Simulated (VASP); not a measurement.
# Sb (P6_3/mmc) in VASP: notebook

Sb is run at these levels: PBEsol; tasks: single point.

Program: VASP 6.6.1. These are calculated values, not measurements. Logs are shortened: lines on timing, memory, paths and dates and some standing lists are left out, and cuts for length are marked.

### 1 The cell of the first run

The structure is hexagonal, space group P6_3/mmc (No. 194). Conventional cell: a = 3.470 Å, b = 3.470 Å, c = 5.330 Å, α = 90.00°, β = 90.00°, γ = 120.00°. Within 4.4 Å of Sb (site symmetry -6m2) lie 12 Sb at 3.33 to 3.47 Å.

### 2 Single point, PBEsol (equal xx and yy strain of +3 %)

Contents of INCAR:

```
SYSTEM = Sb
PREC = Accurate
ENCUT = 520
EDIFF = 1E-6
ISMEAR = -1
SIGMA = 0.05
LREAL = .FALSE.
LASPH = .TRUE.
NELM = 100
ALGO = Normal
ISIF = 2
LWAVE = .FALSE.
LCHARG = .FALSE.
GGA = PS
NBANDS = 12
```

Contents of KPOINTS:

```
regular mesh
0
G
  12 12 7
  0 0 0
```

Contents of POSCAR:

```
Sb
1.0
    3.4700701849      0.0000000000      0.0000000000
   -1.7350350925      3.0051689330      0.0000000000
    0.0000000000      0.0000000000      5.3300000000
Sb
2
Direct
    0.3333333333      0.6666666667      0.2500000000
    0.6666666667      0.3333333333      0.7500000000
```

Potentials or basis: VASP PAW PBE potentials, release 64 (Sb).

Started as:

```console
> cat potpaw_PBE.64/Sb/POTCAR > POTCAR
> mpirun -np 1 vasp_std > vasp.out
```

OUTCAR:

```text
SYSTEM = Sb
   PREC = Accurate
   ENCUT = 520
   EDIFF = 1E-6
   ISMEAR = -1
   LREAL = .FALSE.
   LASPH = .TRUE.
   NELM = 100
   ISIF = 2
   GGA = PS

 ion  position               nearest neighbor table
   1  0.333  0.667  0.250-   2 3.33   2 3.33   2 3.33   2 3.33   2 3.33   2 3.33
   2  0.667  0.333  0.750-   1 3.33   1 3.33   1 3.33   1 3.33   1 3.33   1 3.33

  LATTYP: Found a hexagonal cell.
 ALAT       =     3.4700701849
 C/A-ratio  =     1.5359919875

  Lattice vectors:

 A1 = (   3.4700701849,   0.0000000000,   0.0000000000)
 A2 = (  -1.7350350925,   3.0051689330,   0.0000000000)
 A3 = (   0.0000000000,   0.0000000000,   5.3300000000)

Analysis of symmetry for initial positions (statically):
[... 35 lines left out ...]
                                     Primitive cell

  volume of cell :      55.5820

  direct lattice vectors                    reciprocal lattice vectors
     3.470070185  0.000000000  0.000000000     0.288178609  0.166379998  0.000000000
    -1.735035092  3.005168933  0.000000000     0.000000000  0.332759995  0.000000000
     0.000000000  0.000000000  5.330000000     0.000000000  0.000000000  0.187617261

  length of vectors
     3.470070185  3.470070185  5.330000000     0.332759995  0.332759995  0.187617261

  position of ions in fractional coordinates (direct lattice)
     0.333333333  0.666666667  0.250000000
     0.666666667  0.333333333  0.750000000

  ion indices of the primitive-cell ions
   primitive index   ion index
                 1           1
                 2           2

----------------------------------------------------------------------------------------

 KPOINTS: regular mesh

Automatic generation of k-mesh.
 Grid dimensions read from file:
 generate k-points for:   12   12    7

 Generating k-lattice:

  Cartesian coordinates                     Fractional coordinates (reciprocal lattice)
     0.024014884  0.013865000  0.000000000     0.083333333 -0.000000000  0.000000000
     0.000000000  0.027730000  0.000000000     0.000000000  0.083333333  0.000000000
     0.000000000  0.000000000  0.026802466     0.000000000  0.000000000  0.142857143

  Length of vectors
     0.027730000  0.027730000  0.026802466

  Shift w.r.t. Gamma in fractional coordinates (k-lattice)
     0.000000000  0.000000000  0.000000000

 Subroutine IBZKPT returns following result:
 ===========================================

[... 46 lines left out ...]
   NELM   =    100;   NELMIN=  2; NELMDL= -5     # of ELM steps
   EDIFF  = 0.1E-05   stopping-criterion for ELM
   LREAL  =      F    real-space projection
   EDIFFG = 0.1E-04   stopping-criterion for IOM
   NSW    =      0    number of steps for IOM
   IBRION =     -1    ionic relax: 0-MD 1-quasi-New 2-CG
   NFREE  =      0    steps in history (QN), initial steepest desc. (CG)
   ISIF   =      2    stress and relaxation
   ISYM   =      2    0-nonsym 1-usesym 2-fastsym
   POTIM  = 0.5000    time-step for ionic-motion
   TEBEG  =    0.0;   TEEND  =   0.0 temperature during run
   PSTRESS=    0.0 pullay stress
   NELECT =      10.0000    total number of electrons
   NUPDOWN=      -1.0000    fix difference up-down
   EMIN   =  10.00;   EMAX   =-10.00  energy-range for DOS
   EFERMI =   0.00;   METHOD = LEGACY
   ISMEAR =    -1;   SIGMA  =   0.05  broadening in eV -4-tet -1-fermi 0-gaus
   EFERMI_NEDOS =   21; number of points for ismear=-14 and -15
   IALGO  =     38    algorithm
   IMIX   =      4    mixing-type and parameters
     AMIX     =   0.40;   BMIX     =  1.00
     AMIX_MAG =   1.60;   BMIX_MAG =  1.00
  volume/ion in A,a.u.               =      27.79       187.54
  Fermi-wavevector in a.u.,A,eV,Ry     =   0.924194  1.746474 11.621219  0.854135
  Thomas-Fermi vector in A             =   2.049914
   LORBIT       =      0    0 simple, 1 ext, 2 COOP (PROOUT), +10 PAW based schemes
   GGA     = PS    functional components
   LHFCALC =     F    Hartree Fock is set to
   AEXX    =    0.0000 exact exchange contribution
   IVDW    =     0    specifies the selected vdW correction
   LEPSILON=     F    determine dielectric tensor
   LRPA    =     F    only Hartree local field effects (RPA)
 non-spin polarized calculation
  energy-cutoff  :      520.00
  volume of cell :       55.58
 maximum number of plane-waves:      1515
 NGX is ok and might be reduce to    28
   NGX = 13   NGY = 13   NGZ = 19

 number of electron      10.0000000 magnetization

 Free energy of the ion-electron system (eV)
  ---------------------------------------------------
  ext. energy  EPLUGINS =         0.00000000
  ---------------------------------------------------
  free energy    TOTEN  =        -8.64465291 eV

  energy without entropy =       -8.63509956  energy(sigma->0) =       -8.63987624

 E-fermi :   7.9557     XC(G=0): -10.1948

 val. band max:        7.9192028004   @ k =   0.4167   0.1667   0.2857
 cond. band min:       7.9799454801   @ k =   0.5000   0.0000   0.2857
 fundamental gap:      0.0607426797
 Fermi energy:         7.9557470765

 k-point     1 :       0.0000    0.0000    0.0000
  band No.  band energies     occupation
      1      -4.7367      2.00000
      2      -0.5822      2.00000
      3       2.4527      2.00000
      4      10.7459      0.00000
      5      10.7459      0.00000
      6      12.5301      0.00000
      7      12.5301      0.00000
      8      13.8679      0.00000
      9      14.7615      0.00000
     10      16.5117      0.00000
     11      17.5212      0.00000
     12      17.5212      0.00000
[... 331 lines left out ...]
 k-point    24 :       0.3333    0.0000    0.1429
  band No.  band energies     occupation
      1      -2.8878      2.00000
      2       0.1099      2.00000
      3       3.9075      2.00000
      4       5.4368      2.00000
      5       6.9844      2.00000
      6       8.4532      0.00010
      7      10.4155      0.00000
      8      11.5676      0.00000
      9      12.7851      0.00000
     10      15.0283      0.00000
     11      17.1320      0.00000
     12      17.5474      0.00000

 [... further k-points ...]
[... 5 lines left out ...]
  --------------------------------------------------------------------------------------
  -------------------------------------------------------------------------------------
  Total       -1.3045405     -1.3045405     -1.2706807      0.0000000      0.0000000      0.0000000
  in kB      -37.6039767    -37.6039767    -36.6279531      0.0000000      0.0000000      0.0000000
  external PRESSURE =     -37.2786355 kB  Pullay stress =       0.0000000 kB

 VOLUME and BASIS-vectors are now :
 -----------------------------------------------------------------------------
  energy-cutoff  :      520.00
  volume of cell :       55.58
      direct lattice vectors                 reciprocal lattice vectors
     3.470070185  0.000000000  0.000000000     0.288178609  0.166379998  0.000000000
    -1.735035092  3.005168933  0.000000000     0.000000000  0.332759995  0.000000000
     0.000000000  0.000000000  5.330000000     0.000000000  0.000000000  0.187617261

 POSITION                                       TOTAL-FORCE (eV/Angst)
 -----------------------------------------------------------------------------------
     -0.00000      2.00345      1.33250        -0.000000     -0.000000      0.000000
      1.73504      1.00172      3.99750         0.000000      0.000000      0.000000
 -----------------------------------------------------------------------------------
    total drift:                                0.000000     -0.000000      0.000000

  FREE ENERGIE OF THE ION-ELECTRON SYSTEM (eV)
  ---------------------------------------------------
  free  energy   TOTEN  =        -8.6446529065 eV

  energy  without entropy=       -8.6350995643  energy(sigma->0) =       -8.63987624
```

stdout:

```text
POSCAR found type information on POSCAR Sb
 POSCAR found :  1 types and       2 ions
 scaLAPACK will be used
 -----------------------------------------------------------------------------
|                                                                             |
|                                                                             |
|     You enforced a specific xc type in the INCAR file but a different       |
|     I HOPE YOU KNOW WHAT YOU ARE DOING!                                     |
|                                                                             |
 -----------------------------------------------------------------------------

 LDA part: xc-table for (Slater+PW92), standard interpolation
 POSCAR, INCAR and KPOINTS ok, starting setup
 FFT: planning ... GRIDC
 FFT: planning ... GRID_SOFT
 FFT: planning ... GRID
 WAVECAR not read
 entering main loop
```

Wall time 20 s (1 thread of Intel Xeon Platinum 8488C (Sapphire Rapids), shared host); peak memory 0.2 GiB.

Results:

```
Free energy            : -8.6447 eV
Pressure               : -3.7 GPa
Band gap on the k mesh : zero (band 5 reaches 11.43 eV, above the bottom of band 6 at 5.29 eV)
```

Caveat: the cell differs from its parent crystal (equal xx and yy strain of +3 %); the PAW data sets were made with another functional, which shifts forces and pressure a little; spin-orbit coupling is left out, which moves the levels of the heavy elements.

### 3 Single point, PBEsol (volume scaled by 0.94)

Contents of INCAR:

```
SYSTEM = Sb
ALGO = Normal ; EDIFF = 1E-7
ENCUT = 520 ; GGA = PS
ISIF = 2 ; ISMEAR = -1
LASPH = .TRUE. ; LCHARG = .FALSE.
LREAL = .FALSE. ; LWAVE = .FALSE.
NBANDS = 12 ; NELM = 100
PREC = Accurate ; SIGMA = 0.05
```

Contents of KPOINTS:

```
k-points
0
G
  12 12 7
  0 0 0
```

Contents of POSCAR:

```
Sb
1.0
    3.3002257761      0.0000000000      0.0000000000
   -1.6501128881      2.8580793603      0.0000000000
    0.0000000000      0.0000000000      5.2211939594
Sb
2
Direct
    0.3333333333      0.6666666667      0.2500000000
    0.6666666667      0.3333333333      0.7500000000
```

Potentials or basis: VASP PAW PBE potentials, release 64 (Sb).

Started as:

```console
> cat potpaw_PBE.64/Sb/POTCAR > POTCAR
> mpirun -np 1 vasp_std > vasp.out
```

Wall time 14 s (1 thread of Intel Xeon 6975P-C (Granite Rapids), shared host); peak memory 0.19 GiB.

The run converged. Its results:

* Free energy: -8.6394 eV
* Pressure: 4.7 GPa
* Band gap on the k mesh: zero (band 5 reaches 13.95 eV, above the bottom of band 6 at 6.40 eV)

Stress tensor (GPa, compression positive):
```
5.07 0.00 0.00
0.00 5.07 0.00
0.00 0.00 3.84
```

Levels at points of the mesh, in eV from the Fermi level:
| k point | band 2 | band 3 | band 4 | band 5 | band 6 | band 7 | band 8 | band 9 |
| --- | --- | --- | --- | --- | --- | --- | --- | --- |
| (0.00, 0.00, 0.00) | -9.09 | -6.39 | 3.58 | 3.58 | 5.51 | 5.51 | 6.59 | 7.67 |
| (0.50, 0.00, 0.00) | -8.41 | -4.35 | -3.08 | -2.61 | -0.33 | 0.08 | 4.08 | 4.19 |

Caveat: the PAW data sets were made with another functional, which shifts forces and pressure a little; spin-orbit coupling is left out, which moves the levels of the heavy elements.

### 4 Single point, PBEsol (volume scaled by 0.98)

Contents of INCAR:

```
SYSTEM = Sb
  PREC = Accurate
  ENCUT = 520
  EDIFF = 1E-6
  ISMEAR = -1
  SIGMA = 0.05
  LREAL = .False.
  LASPH = .True.
  NELM = 80
  ALGO = Normal
  ISIF = 2
  LWAVE = .False.
  LCHARG = .True.
  GGA = PS
  LELF = .True.
  LVHAR = .True.
  NBANDS = 12
```

Contents of KPOINTS:

```
Automatic mesh
0
Gamma
  12 12 7
  0 0 0
```

Contents of POSCAR:

```
Sb
1.0
    3.3463887588      0.0000000000      0.0000000000
   -1.6731943794      2.8980576760      0.0000000000
    0.0000000000      0.0000000000      5.2942271101
Sb
2
Direct
    0.3333333333      0.6666666667      0.2500000000
    0.6666666667      0.3333333333      0.7500000000
```

Started as:

```console
> cat potpaw_PBE.64/Sb/POTCAR > POTCAR
> mpirun -np 1 vasp_std > vasp.out
```

It took 12 s on 1 thread of Intel Xeon 6975P-C (Granite Rapids), shared host; peak memory 0.19 GiB.

The run converged. Its results:

```
Free energy            : -8.6776 eV
Pressure               : 1.3 GPa
Band gap on the k mesh : zero (band 5 reaches 13.15 eV, above the bottom of band 6 at 5.99 eV)
```

Stress tensor (GPa, compression positive):
```
1.70 0.00 0.00
0.00 1.70 0.00
0.00 0.00 0.44
```

Levels at points of the mesh, in eV from the Fermi level:
| k point | band 2 | band 3 | band 4 | band 5 | band 6 | band 7 | band 8 | band 9 |
| --- | --- | --- | --- | --- | --- | --- | --- | --- |
| (0.00, 0.00, 0.00) | -9.00 | -6.11 | 3.40 | 3.40 | 5.24 | 5.24 | 6.22 | 7.49 |
| (0.50, 0.00, 0.00) | -8.28 | -4.29 | -2.97 | -2.48 | -0.25 | 0.10 | 3.87 | 4.20 |

Caveat: the PAW data sets were made with another functional, which shifts forces and pressure a little; spin-orbit coupling is left out, which moves the levels of the heavy elements.

### 5 Single point, PBEsol (volume scaled by 1.01)

Contents of INCAR:

```
SYSTEM = Sb
PREC = Accurate
ENCUT = 520
EDIFF = 1E-6
ISMEAR = -1
SIGMA = 0.05
LREAL = .FALSE.
LASPH = .TRUE.
NELM = 100
ALGO = Normal
ISIF = 2
LWAVE = .FALSE.
LCHARG = .FALSE.
GGA = PS
NBANDS = 12
```

Contents of KPOINTS:

```
regular mesh
0
G
  12 12 7
  0 0 0
```

Contents of POSCAR:

```
Sb
1.0
    3.3801929534      0.0000000000      0.0000000000
   -1.6900964767      2.9273329673      0.0000000000
    0.0000000000      0.0000000000      5.3477077713
Sb
2
Direct
    0.3333333333      0.6666666667      0.2500000000
    0.6666666667      0.3333333333      0.7500000000
```

Started as:

```console
> cat potpaw_PBE.64/Sb/POTCAR > POTCAR
> mpirun -np 1 vasp_std > vasp.out
```

Wall time 12 s (1 thread of Intel Xeon 6975P-C (Granite Rapids), shared host); peak memory 0.19 GiB.

The run converged. Its results:

- Free energy: -8.6796 eV
- Pressure: -0.8 GPa
- Band gap on the k mesh: zero (band 5 reaches 12.58 eV, above the bottom of band 6 at 5.70 eV)

Stress tensor (GPa, compression positive):
```
-0.43  0.00  0.00
 0.00 -0.43  0.00
 0.00  0.00 -1.65
```

Levels at points of the mesh, in eV from the Fermi level:
```tsv
k point	band 1	band 2	band 3	band 4	band 5	band 6	band 7	band 8	band 9	band 10
(0.00, 0.00, 0.00)	-13.11	-8.94	-5.91	3.27	3.27	5.04	5.04	5.96	7.35	8.78
(0.50, 0.00, 0.00)	-9.58	-8.20	-4.25	-2.90	-2.39	-0.21	0.10	3.72	4.21	7.46
```

Caveat: the PAW data sets were made with another functional, which shifts forces and pressure a little; spin-orbit coupling is left out, which moves the levels of the heavy elements.

### 6 The runs side by side

| cell | gap on the mesh (eV) | pressure (GPa) |
| --- | --- | --- |
| a = 3.470, b = 3.470, c = 5.330 Å, angles 90.0, 90.0, 120.0°, 2 atoms | none | -3.7 |
| a = 3.300, b = 3.300, c = 5.221 Å, angles 90.0, 90.0, 120.0°, 2 atoms | none | 4.7 |
| a = 3.346, b = 3.346, c = 5.294 Å, angles 90.0, 90.0, 120.0°, 2 atoms | none | 1.3 |
| a = 3.380, b = 3.380, c = 5.348 Å, angles 90.0, 90.0, 120.0°, 2 atoms | none | -0.8 |

Alike in all rows: task single point; level PBEsol; potentials or basis VASP PAW PBE potentials, release 64 (Sb); no spin polarisation; k mesh 12 × 12 × 7; cutoff (eV) 520; smearing fermi-dirac 0.05 eV.

Caveats: the PAW data sets were made with another functional, which shifts forces and pressure a little; spin-orbit coupling is left out, which moves the levels of the heavy elements.

Total energies depend on the potentials used, so only differences within one code and one set of settings carry meaning.
